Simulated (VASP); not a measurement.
# ScSb2P3 (P4/mmm) in VASP: further runs

Runs on ScSb2P3. Level: PBE. Tasks: single point, relaxation of cell and atoms.

Everything below comes from runs of VASP 6.6.1. Logs are shortened: lines on timing, memory, paths and dates and some standing lists are left out, and cuts for length are marked.

## Step 1: The cell of the first run

It takes space group P4/mmm (No. 123, tetragonal). Conventional cell: a = 3.534 Å, b = 3.534 Å, c = 10.634 Å, α = 90.00°, β = 90.00°, γ = 90.00°. Sc (site symmetry 4/mmm) has 4 P at 2.50 Å within 3.3 Å. Within 3.7 Å of Sb (site symmetry 4mm) lie 5 P at 2.66 to 3.19 Å and 4 Sb at 3.53 Å and 4 Sc at 3.65 Å. Within 3.3 Å of P (site symmetry mmm) lie 4 P at 2.50 Å and 4 Sb at 3.19 Å. P (site symmetry 4/mmm) has 4 Sc at 2.50 Å and 2 Sb at 2.66 Å within 3.3 Å.

The cell was generated, and may not be a known phase.

## Step 2: Single point, PBE

The input, INCAR:

```
PREC = Accurate
ENCUT = 520
EDIFF = 1E-7
ISMEAR = 0
SIGMA = 0.1
LREAL = False
LASPH = True
NELM = 80
ALGO = Fast
ISIF = 2
LWAVE = False
LCHARG = False
GGA = PE
NBANDS = 27
```

The input, KPOINTS:

```
Automatic mesh
0
Gamma
  4 4 2
```

The input, POSCAR:

```
ScSb2P3
1.0
    2.4991506262     -2.4991773525      0.0000000000
    2.4991506262      2.4991773525      0.0000000000
    0.0000000000      0.0000000000     10.6338022663
Sc Sb P
1 2 3
Direct
    0.0000000000      0.0000000000      0.0000000000
    0.5000000000      0.5000000000      0.2500172053
    0.5000000000      0.5000000000      0.7499827947
    0.0000000000      0.5000000000      0.5000000000
    0.5000000000      0.0000000000      0.5000000000
    0.5000000000      0.5000000000      0.0000000000
```

Potentials or basis: VASP PAW PBE potentials, release 64 (Sc_sv, Sb, P).

Started as:

```bash
$ cat potpaw_PBE.64/Sc_sv/POTCAR potpaw_PBE.64/Sb/POTCAR potpaw_PBE.64/P/POTCAR > POTCAR
$ mpirun -np 1 vasp_std > vasp.out
```

OUTCAR:

```text
PREC = Accurate
   ENCUT = 520
   EDIFF = 1E-7
   ISMEAR = 0
   LREAL = False
   LASPH = True
   NELM = 80
   ISIF = 2
   GGA = PE

 ion  position               nearest neighbor table
   1  0.000  0.000  0.000-   6 2.50   6 2.50   6 2.50   6 2.50
   2  0.500  0.500  0.250-   6 2.66   5 3.19   4 3.19   5 3.19   4 3.19
   3  0.500  0.500  0.750-   6 2.66   5 3.19   4 3.19   5 3.19   4 3.19
   4  0.000  0.500  0.500-   5 2.50   5 2.50   5 2.50   5 2.50   2 3.19   3 3.19   2 3.19   3 3.19

   5  0.500  0.000  0.500-   4 2.50   4 2.50   4 2.50   4 2.50   3 3.19   3 3.19   2 3.19   2 3.19

   6  0.500  0.500  0.000-   1 2.50   1 2.50   1 2.50   1 2.50   3 2.66   2 2.66

  LATTYP: Found a base centered orthorhombic cell.
 ALAT       =     4.9983012524
 B/A-ratio  =     1.0000106942
 C/A-ratio  =     2.1274832647

  Lattice vectors:

 A1 = (   2.4991506262,  -2.4991773525,   0.0000000000)
 A2 = (   2.4991506262,   2.4991773525,   0.0000000000)
 A3 = (   0.0000000000,   0.0000000000,  10.6338022663)

Analysis of symmetry for initial positions (statically):
=====================================================================
 Subroutine PRICEL returns:
 Original cell was already a primitive cell.

 Routine SETGRP: Setting up the symmetry group for a
 base centered orthorhombic supercell.

 Subroutine GETGRP returns: Found  8 space group operations
 (whereof  8 operations were pure point group operations)
 out of a pool of  8 trial point group operations.

The static configuration has the point symmetry D_2h.

Analysis of symmetry for dynamics (positions and initial velocities):
=====================================================================
 Subroutine PRICEL returns:
 Original cell was already a primitive cell.

 Routine SETGRP: Setting up the symmetry group for a
 base centered orthorhombic supercell.

 Subroutine GETGRP returns: Found  8 space group operations
 (whereof  8 operations were pure point group operations)
 out of a pool of  8 trial point group operations.

The dynamic configuration has the point symmetry D_2h.

 Subroutine INISYM returns: Found  8 space group operations
 (whereof  8 operations are pure point group operations),
 and found     1 'primitive' translations

[... 91 lines left out ...]
   EDIFF  = 0.1E-06   stopping-criterion for ELM
   LREAL  =      F    real-space projection
   EDIFFG = 0.1E-05   stopping-criterion for IOM
   NSW    =      0    number of steps for IOM
   IBRION =     -1    ionic relax: 0-MD 1-quasi-New 2-CG
   NFREE  =      0    steps in history (QN), initial steepest desc. (CG)
   ISIF   =      2    stress and relaxation
   ISYM   =      2    0-nonsym 1-usesym 2-fastsym
   POTIM  = 0.5000    time-step for ionic-motion
   TEBEG  =    0.0;   TEEND  =   0.0 temperature during run
   PSTRESS=    0.0 pullay stress
   NELECT =      36.0000    total number of electrons
   NUPDOWN=      -1.0000    fix difference up-down
   EMIN   =  10.00;   EMAX   =-10.00  energy-range for DOS
   EFERMI =   0.00;   METHOD = LEGACY
   ISMEAR =     0;   SIGMA  =   0.10  broadening in eV -4-tet -1-fermi 0-gaus
   EFERMI_NEDOS =   21; number of points for ismear=-14 and -15
   IALGO  =     68    algorithm
   IMIX   =      4    mixing-type and parameters
     AMIX     =   0.40;   BMIX     =  1.00
     AMIX_MAG =   1.60;   BMIX_MAG =  1.00
  volume/ion in A,a.u.               =      22.14       149.40
  Fermi-wavevector in a.u.,A,eV,Ry     =   1.059432  2.002036 15.271119  1.122396
  Thomas-Fermi vector in A             =   2.194777
   LORBIT       =      0    0 simple, 1 ext, 2 COOP (PROOUT), +10 PAW based schemes
   GGA     = PE    functional components
   LHFCALC =     F    Hartree Fock is set to
   AEXX    =    0.0000 exact exchange contribution
   IVDW    =     0    specifies the selected vdW correction
   LEPSILON=     F    determine dielectric tensor
   LRPA    =     F    only Hartree local field effects (RPA)
 non-spin polarized calculation
 RMM-DIIS sequential band-by-band and
 Gauss-broadening in eV      SIGMA  =   0.10
  energy-cutoff  :      520.00
  volume of cell :      132.83
 maximum number of plane-waves:      3615
 NGX is ok and might be reduce to    28
   NGX = 13   NGY = 13   NGZ = 39

 number of electron      36.0000003 magnetization

 Free energy of the ion-electron system (eV)
  ---------------------------------------------------
  ext. energy  EPLUGINS =         0.00000000
  ---------------------------------------------------
  free energy    TOTEN  =       -31.14371242 eV

  energy without entropy =      -31.12906034  energy(sigma->0) =      -31.13638638

 E-fermi :   6.6645     XC(G=0): -10.0766

 val. band max:        6.6110669493   @ k =   0.5000   0.2500   0.5000
 cond. band min:       6.6854355773   @ k =   0.2500   0.0000   0.0000
 fundamental gap:      0.0743686279
 Fermi energy:         6.6645216144

 k-point     1 :       0.0000    0.0000    0.0000
  band No.  band energies     occupation
      1     -42.7779      2.00000
      2     -21.5382      2.00000
      3     -21.3725      2.00000
      4     -21.3724      2.00000
      5      -7.1962      2.00000
      6      -5.5302      2.00000
[... 409 lines left out ...]
     26       9.7042      0.00000
     27      10.4398      0.00000

------------------------ aborting loop because EDIFF is reached ----------------------------------------

  FORCE on cell =-STRESS in cart. coord.  units (eV):
  Direction    XX          YY          ZZ          XY          YZ          ZX
  --------------------------------------------------------------------------------------
  -------------------------------------------------------------------------------------
  Total        0.2559771      0.2552914      0.0686573      0.0000000      0.0000000      0.0000000
  in kB        3.0874764      3.0792061      0.8281118      0.0000000      0.0000000      0.0000000
  external PRESSURE =       2.3315981 kB  Pullay stress =       0.0000000 kB

 VOLUME and BASIS-vectors are now :
 -----------------------------------------------------------------------------
  energy-cutoff  :      520.00
  volume of cell :      132.83
      direct lattice vectors                 reciprocal lattice vectors
     2.499150626 -2.499177352  0.000000000     0.200067973 -0.200065833  0.000000000
     2.499150626  2.499177352  0.000000000     0.200067973  0.200065833  0.000000000
     0.000000000  0.000000000 10.633802266     0.000000000  0.000000000  0.094039740

 POSITION                                       TOTAL-FORCE (eV/Angst)
 -----------------------------------------------------------------------------------
      0.00000      0.00000      0.00000         0.000000      0.000000      0.000000
      2.49915      0.00000      2.65863        -0.000000      0.000000      0.050123
      2.49915      0.00000      7.97517        -0.000000      0.000000     -0.050123
      1.24958      1.24959      5.31690         0.000000      0.000000      0.000000
      1.24958     -1.24959      5.31690         0.000000      0.000000      0.000000
      2.49915      0.00000      0.00000         0.000000      0.000000      0.000000
 -----------------------------------------------------------------------------------
    total drift:                                0.000000      0.000000     -0.000000

  FREE ENERGIE OF THE ION-ELECTRON SYSTEM (eV)
  ---------------------------------------------------
  free  energy   TOTEN  =       -31.1437124239 eV

  energy  without entropy=      -31.1290603369  energy(sigma->0) =      -31.13638638
```

Run time: 2.1 min. Hardware: 1 thread of Oxide Virtual Turin-like, shared host; peak memory 0.22 GiB.

What came out:

* Free energy: -31.1437 eV
* Pressure: 0.2 GPa
* Largest force: 0.050 eV/Å
* Band gap on the k mesh: zero (bands 18 and 19 overlap by 1.68 eV)

Forces on the atoms (eV/Å):
```
Sc   0.000  0.000  0.000
Sb   0.000  0.000  0.050
Sb   0.000  0.000 -0.050
P    0.000  0.000  0.000
P    0.000  0.000  0.000
P    0.000  0.000  0.000
```

Stress tensor (GPa, compression positive):
```
0.31 0.00 0.00
0.00 0.31 0.00
0.00 0.00 0.08
```

Levels at points of the mesh, in eV from the Fermi level:
```tsv
k point	band 14	band 15	band 16	band 17	band 18	band 19	band 20	band 21	band 22	band 23
(0.00, 0.00, 0.00)	-0.98	-0.78	-0.67	-0.67	0.99	0.99	1.44	1.89	2.80	2.88
(0.50, 0.00, 0.00)	-2.71	-0.89	-0.83	-0.46	-0.26	0.43	1.28	1.50	2.24	2.34
(0.50, 0.50, 0.00)	-3.41	-3.41	-2.97	-1.03	-1.03	-0.54	-0.54	1.21	1.74	2.18
(0.00, 0.00, 0.50)	-0.78	-0.70	-0.70	1.10	1.15	1.15	1.44	1.90	2.37	2.37
(0.50, 0.00, 0.50)	-2.71	-2.33	-0.84	-0.57	-0.46	0.93	1.30	2.34	2.68	2.82
(0.50, 0.50, 0.50)	-2.53	-2.53	-2.41	-2.41	-1.82	0.04	1.03	1.03	1.07	1.25
```

Caveat: the k points lie up to 0.44 Å⁻¹ apart, too coarse for converged energies and pressures of a metal; spin-orbit coupling is left out, which moves the levels of the heavy elements.

## Step 3: Single point, PBE

This run uses another cell than the first one, of 22.31 Å³/atom.

The input, INCAR:

```
SYSTEM = ScSb2P3
  ALGO = Normal
  EDIFF = 1E-6
  ENCUT = 520
  GGA = PE
  ISIF = 2
  ISMEAR = 0
  LASPH = .TRUE.
  LCHARG = .TRUE.
  LELF = .TRUE.
  LREAL = .FALSE.
  LVHAR = .TRUE.
  LWAVE = .FALSE.
  NBANDS = 27
  NELM = 100
  PREC = Accurate
  SIGMA = 0.1
```

The input, KPOINTS:

```
k-points
0
G
  6 6 2
  0 0 0
```

The input, POSCAR:

```
ScSb2P3
1.0
    3.5484184817      0.0000000000      0.0000000000
    0.0000000000      3.5484184817      0.0000000000
    0.0000000000      0.0000000000     10.6305282316
Sc Sb P
1 2 3
Direct
    0.0000000000      0.0000000000      0.0000000000
    0.5000000000      0.5000000000      0.2616178649
    0.5000000000      0.5000000000      0.7383821351
    0.0000000000      0.5000000000      0.5000000000
    0.5000000000      0.0000000000      0.5000000000
    0.5000000000      0.5000000000      0.0000000000
```

Potentials or basis: VASP PAW PBE potentials, release 64 (Sc_sv, Sb, P).

Started as:

```bash
$ cat potpaw_PBE.64/Sc_sv/POTCAR potpaw_PBE.64/Sb/POTCAR potpaw_PBE.64/P/POTCAR > POTCAR
$ mpirun -np 1 vasp_std > vasp.out
```

Run time: 1.7 min. Hardware: 1 thread of Oxide Virtual Turin-like, shared host; peak memory 0.24 GiB.

Results (log left out):

```
Free energy            : -31.0296 eV
Pressure               : 0.1 GPa
Largest force          : 0.048 eV/Å
Band gap on the k mesh : zero (bands 18 and 19 overlap by 2.50 eV)
```

Forces on the atoms (eV/Å):
```
Sc   0.000  0.000  0.000
Sb   0.000  0.000  0.048
Sb   0.000  0.000 -0.048
P    0.000  0.000  0.000
P    0.000  0.000  0.000
P    0.000  0.000  0.000
```

Stress tensor (GPa, compression positive):
```
0.09 0.00 0.00
0.00 0.09 0.00
0.00 0.00 0.19
```

Levels at points of the mesh, in eV from the Fermi level:
| k point | band 15 | band 16 | band 17 | band 18 | band 19 | band 20 | band 21 | band 22 |
| --- | --- | --- | --- | --- | --- | --- | --- | --- |
| (0.00, 0.00, 0.00) | -0.74 | -0.51 | -0.51 | 1.00 | 1.00 | 1.40 | 1.49 | 2.39 |
| (0.50, 0.00, 0.00) | -1.27 | -0.80 | -0.80 | -0.41 | 0.02 | 0.93 | 1.41 | 2.05 |
| (0.50, 0.50, 0.00) | -3.59 | -2.92 | -1.16 | -1.16 | -0.50 | -0.50 | 1.21 | 1.83 |
| (0.00, 0.00, 0.50) | -0.55 | -0.55 | 1.14 | 1.24 | 1.24 | 1.40 | 1.50 | 1.92 |
| (0.50, 0.00, 0.50) | -2.58 | -1.28 | -0.80 | -0.52 | 0.46 | 0.94 | 2.26 | 2.54 |
| (0.50, 0.50, 0.50) | -2.68 | -2.39 | -2.39 | -1.61 | -0.25 | 1.03 | 1.07 | 1.07 |

Caveat: spin-orbit coupling is left out, which moves the levels of the heavy elements.

(Part 1 of 2 ends here.)

The gap in the log of VASP goes by the Fermi energy; the results here count the filled bands.